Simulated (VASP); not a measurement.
# Al3Ni2 (P-3m1) in VASP: a series of runs, part 2 of 2

VASP 6.6.1.

## (4) Single point, PBEsol (strain +0.050 along x and y, +0.025 along z)

File INCAR:

```
  ALGO = Fast
  EDIFF = 1E-6
  ENCUT = 520
  GGA = PS
  ISIF = 2
  ISMEAR = 0
  LASPH = T
  LCHARG = F
  LREAL = F
  LWAVE = F
  NBANDS = 22
  NELM = 100
  PREC = Accurate
  SIGMA = 0.15
```

File KPOINTS:

```
k-points
0
Gamma
  12 12 10
```

File POSCAR:

```
Al3Ni2
1.0
    4.2032966255      0.0000000000      0.0000000000
   -2.1016483127      3.6401616573      0.0000000000
    0.0000000000      0.0000000000      4.9809512260
Al Ni
3 2
Direct
    0.0000000000      0.0000000000      0.0000000000
    0.3333333333      0.6666666667      0.6477829059
    0.6666666667      0.3333333333      0.3522170941
    0.3333333333      0.6666666667      0.1455709067
    0.6666666667      0.3333333333      0.8544290933
```

Potentials or basis: VASP PAW PBE potentials, release 64 (Al, Ni).

Launch:

```
cat potpaw_PBE.64/Al/POTCAR potpaw_PBE.64/Ni/POTCAR > POTCAR
mpirun -np 1 vasp_std > vasp.out
```

OUTCAR:

```text
EDIFF = 1E-6
   ENCUT = 520
   GGA = PS
   ISIF = 2
   ISMEAR = 0
   LASPH = T
   LREAL = F
   NELM = 100
   PREC = Accurate

 ion  position               nearest neighbor table
   1  0.000  0.000  0.000-   4 2.53   5 2.53   4 2.53   5 2.53   5 2.53   4 2.53   2 2.99   3 2.99
                             2 2.99   3 2.99   2 2.99   3 2.99
   2  0.333  0.667  0.648-   4 2.48   4 2.50   5 2.64   5 2.64   5 2.64   3 2.84   3 2.84   3 2.84
                             1 2.99   1 2.99   1 2.99
   3  0.667  0.333  0.352-   5 2.48   5 2.50   4 2.64   4 2.64   4 2.64   2 2.84   2 2.84   2 2.84
                             1 2.99   1 2.99   1 2.99
   4  0.333  0.667  0.146-   2 2.48   2 2.50   1 2.53   1 2.53   1 2.53   3 2.64   3 2.64   3 2.64
                             5 2.83   5 2.83   5 2.83
   5  0.667  0.333  0.854-   3 2.48   3 2.50   1 2.53   1 2.53   1 2.53   2 2.64   2 2.64   2 2.64
                             4 2.83   4 2.83   4 2.83

  LATTYP: Found a hexagonal cell.
 ALAT       =     4.2032966255
 C/A-ratio  =     1.1850106404

  Lattice vectors:

 A1 = (   4.2032966255,   0.0000000000,   0.0000000000)
 A2 = (  -2.1016483127,   3.6401616573,   0.0000000000)
[... 178 lines left out ...]
  ---------------------------------------------------
  free energy    TOTEN  =       -27.25649727 eV

  energy without entropy =      -27.24031278  energy(sigma->0) =      -27.24840503

 E-fermi :   7.1586     XC(G=0): -10.8274

 val. band max:        7.1584233967   @ k =   0.2500   0.0833   0.4000
 cond. band min:       7.1749971288   @ k =   0.3333  -0.0000   0.4000
 fundamental gap:      0.0165737321
 Fermi energy:         7.1586491928

 k-point     1 :       0.0000    0.0000    0.0000
  band No.  band energies     occupation
      1      -2.6334      2.00000
      2       2.4985      2.00000
      3       2.7923      2.00000
      4       4.0746      2.00000
      5       4.0746      2.00000
      6       4.6253      2.00000
[... 589 lines left out ...]
     21      12.2323      0.00000
     22      12.9166      0.00000

 [... further k-points ...]
[... 5 lines left out ...]
  --------------------------------------------------------------------------------------
  -------------------------------------------------------------------------------------
  Total       -6.9245042     -6.9245042     -5.4859799     -0.0000000      0.0000000     -0.0000000
  in kB     -145.5714701   -145.5714701   -115.3298684     -0.0000000      0.0000000     -0.0000000
  external PRESSURE =    -135.4909362 kB  Pullay stress =       0.0000000 kB

 VOLUME and BASIS-vectors are now :
 -----------------------------------------------------------------------------
  energy-cutoff  :      520.00
  volume of cell :       76.21
      direct lattice vectors                 reciprocal lattice vectors
     4.203296626  0.000000000  0.000000000     0.237908501  0.137356537  0.000000000
    -2.101648313  3.640161657  0.000000000     0.000000000  0.274713074  0.000000000
     0.000000000  0.000000000  4.980951226     0.000000000  0.000000000  0.200764865

 POSITION                                       TOTAL-FORCE (eV/Angst)
 -----------------------------------------------------------------------------------
      0.00000      0.00000      0.00000         0.000000      0.000000      0.000000
     -0.00000      2.42677      3.22658         0.000000      0.000000      0.114947
      2.10165      1.21339      1.75438         0.000000     -0.000000     -0.114947
     -0.00000      2.42677      0.72508         0.000000     -0.000000     -0.127299
      2.10165      1.21339      4.25587        -0.000000      0.000000      0.127299
 -----------------------------------------------------------------------------------
    total drift:                               -0.000000      0.000000     -0.000000

  FREE ENERGIE OF THE ION-ELECTRON SYSTEM (eV)
  ---------------------------------------------------
  free  energy   TOTEN  =       -27.2564972683 eV

  energy  without entropy=      -27.2403127823  energy(sigma->0) =      -27.24840503
```

OSZICAR:

```text
N       E                     dE             d eps       ncg     rms          rms(c)
DAV:   1     0.130772862126E+03    0.13077E+03   -0.11657E+04  7128   0.130E+03
DAV:   2    -0.238964212351E+02   -0.15467E+03   -0.14615E+03  7164   0.263E+02
DAV:   3    -0.304051539161E+02   -0.65087E+01   -0.63406E+01  8802   0.686E+01
DAV:   4    -0.305489455511E+02   -0.14379E+00   -0.14362E+00  8396   0.911E+00
DAV:   5    -0.305542211240E+02   -0.52756E-02   -0.52751E-02  9022   0.187E+00    0.183E+01
RMM:   6    -0.387914117681E+02   -0.82372E+01   -0.77901E+01  8137   0.961E+01    0.322E+01
RMM:   7    -0.276875738790E+02    0.11104E+02   -0.22280E+01  7128   0.542E+01    0.404E+00
RMM:   8    -0.273034561772E+02    0.38412E+00   -0.16595E+00  7155   0.112E+01    0.209E+00
RMM:   9    -0.272528017730E+02    0.50654E-01   -0.35098E-01  7371   0.472E+00    0.515E-01
RMM:  10    -0.272567263992E+02   -0.39246E-02   -0.56191E-02  8124   0.192E+00    0.480E-01
RMM:  11    -0.272584441309E+02   -0.17177E-02   -0.17305E-02  8132   0.150E+00    0.486E-01
RMM:  12    -0.272577857666E+02    0.65836E-03   -0.17729E-02  7947   0.132E+00    0.361E-01
RMM:  13    -0.272565535165E+02    0.12323E-02   -0.24057E-03  8481   0.559E-01    0.807E-02
RMM:  14    -0.272565404037E+02    0.13113E-04   -0.54260E-04  8450   0.132E-01    0.637E-02
RMM:  15    -0.272565578604E+02   -0.17457E-04   -0.62305E-05  9137   0.637E-02    0.767E-02
RMM:  16    -0.272564961841E+02    0.61676E-04   -0.82838E-05  7923   0.819E-02    0.230E-02
RMM:  17    -0.272564976389E+02   -0.14548E-05   -0.13859E-05  8273   0.260E-02    0.214E-02
RMM:  18    -0.272564972683E+02    0.37058E-06   -0.32887E-06  5929   0.154E-02
   1 F= -.27256497E+02 E0= -.27248405E+02  d E =-.161845E-01
```

stdout:

```text
POSCAR found type information on POSCAR AlNi
 POSCAR found :  2 types and       5 ions
 scaLAPACK will be used
 -----------------------------------------------------------------------------
|                                                                             |
|                                                                             |
|     You enforced a specific xc type in the INCAR file but a different       |
|     I HOPE YOU KNOW WHAT YOU ARE DOING!                                     |
|                                                                             |
 -----------------------------------------------------------------------------

 LDA part: xc-table for (Slater+PW92), standard interpolation
 POSCAR, INCAR and KPOINTS ok, starting setup
 FFT: planning ... GRIDC
 FFT: planning ... GRID_SOFT
 FFT: planning ... GRID
 WAVECAR not read
 entering main loop
```

Wall time 3.7 min (1 thread of Intel Xeon Platinum 8259CL at 2.50GHz (Skylake/Cascade Lake), shared host); peak memory 0.36 GiB.

Results:

```yaml
Free_energy: -27.2565 eV
Pressure: -13.5 GPa
Largest_force: 0.127 eV/Å
Band_gap_on_the_k_mesh: zero (an odd number of electrons rules out a gap without spin polarisation)
```

Forces in eV/Å, atoms in the order of the input:
```
Al   0.000  0.000  0.000
Al   0.000  0.000  0.115
Al   0.000  0.000 -0.115
Ni   0.000  0.000 -0.127
Ni   0.000  0.000  0.127
```

Caveat: the cell differs from its parent crystal (strain +0.050 along x and y, +0.025 along z); the cell stands under tension; the PAW data sets were made with another functional, which shifts forces and pressure a little.

## (5) Single point, PBEsol (strain +0.050 along x and y, +0.050 along z)

File INCAR:

```
PREC = Accurate
ENCUT = 520
EDIFF = 1E-6
ISMEAR = 0
SIGMA = 0.15
LREAL = F
LASPH = T
NELM = 80
ALGO = Fast
ISIF = 2
LWAVE = F
LCHARG = F
GGA = PS
NBANDS = 22
```

File KPOINTS:

```
regular mesh
0
Gamma
  12 12 10
```

Changes to POSCAR since step 4:

```diff
@@ -4,3 +4,3 @@
    -2.1016483127      3.6401616573      0.0000000000
-    0.0000000000      0.0000000000      4.9809512260
+    0.0000000000      0.0000000000      5.1024378412
 Al Ni
```

Launch:

```
cat potpaw_PBE.64/Al/POTCAR potpaw_PBE.64/Ni/POTCAR > POTCAR
mpirun -np 1 vasp_std > vasp.out
```

Run time: 4 min. Hardware: 1 thread of Intel Xeon Platinum 8259CL at 2.50GHz (Skylake/Cascade Lake), shared host; peak memory 0.37 GiB.

It converged, with:

```yaml
Free_energy: -27.0986 eV
Pressure: -15.8 GPa
Largest_force: 0.173 eV/Å
Band_gap_on_the_k_mesh: zero (an odd number of electrons rules out a gap without spin polarisation)
```

Forces on the atoms (eV/Å):
```
Al   0.000  0.000  0.000
Al   0.000  0.000  0.173
Al   0.000  0.000 -0.173
Ni   0.000  0.000 -0.115
Ni   0.000  0.000  0.115
```

Stress tensor (GPa, compression positive):
```
-15.49   0.00   0.00
  0.00 -15.49   0.00
  0.00   0.00 -16.54
```

Levels at points of the mesh, in eV from the Fermi level:
```csv
k point,band 13,band 14,band 15,band 16,band 17,band 18
"(0.00, 0.00, 0.00)",-1.09,1.18,1.18,2.84,2.84,3.60
"(0.50, 0.00, 0.00)",-1.31,-1.30,-1.12,1.08,1.49,2.02
"(0.00, 0.00, 0.50)",2.45,2.45,2.77,2.77,3.14,3.52
"(0.50, 0.00, 0.50)",-1.43,-0.92,-0.25,1.36,1.84,2.62
```

Caveat: the cell differs from its parent crystal (strain +0.050 along x and y, +0.050 along z); the cell stands under tension; the PAW data sets were made with another functional, which shifts forces and pressure a little.

## (6) Summary

```tsv
cell	further INCAR settings	gap on the mesh (eV)	pressure (GPa)	largest force (eV/Å)
a = 4.203, b = 4.203, c = 4.859 Å, angles 90.0, 90.0, 120.0°, 5 atoms	ALGO = Fast; EDIFF = 1e-07; NBANDS = 22	none	-10.4	0.14
a = 4.103, b = 4.103, c = 5.102 Å, angles 90.0, 90.0, 120.0°, 5 atoms	ALGO = Fast; EDIFF = 1e-06; NBANDS = 22	none	-11.4	0.16
a = 4.203, b = 4.203, c = 4.981 Å, angles 90.0, 90.0, 120.0°, 5 atoms	ALGO = Fast; EDIFF = 1e-06; NBANDS = 22	none	-13.5	0.13
a = 4.203, b = 4.203, c = 5.102 Å, angles 90.0, 90.0, 120.0°, 5 atoms	ALGO = Fast; EDIFF = 1e-06; NBANDS = 22	none	-15.8	0.17
```

Alike in all rows: task single point; level PBEsol; potentials or basis VASP PAW PBE potentials, release 64 (Al, Ni); no spin polarisation; k mesh 12 × 12 × 10; cutoff (eV) 520; smearing gaussian 0.15 eV.

Caveats: the PAW data sets were made with another functional, which shifts forces and pressure a little; the cell stands under tension (at least some runs); the stress differs along the axes, from -13 to -5 GPa (at least some runs).

Total energies depend on the potentials used, so only differences within one code and one set of settings carry meaning.
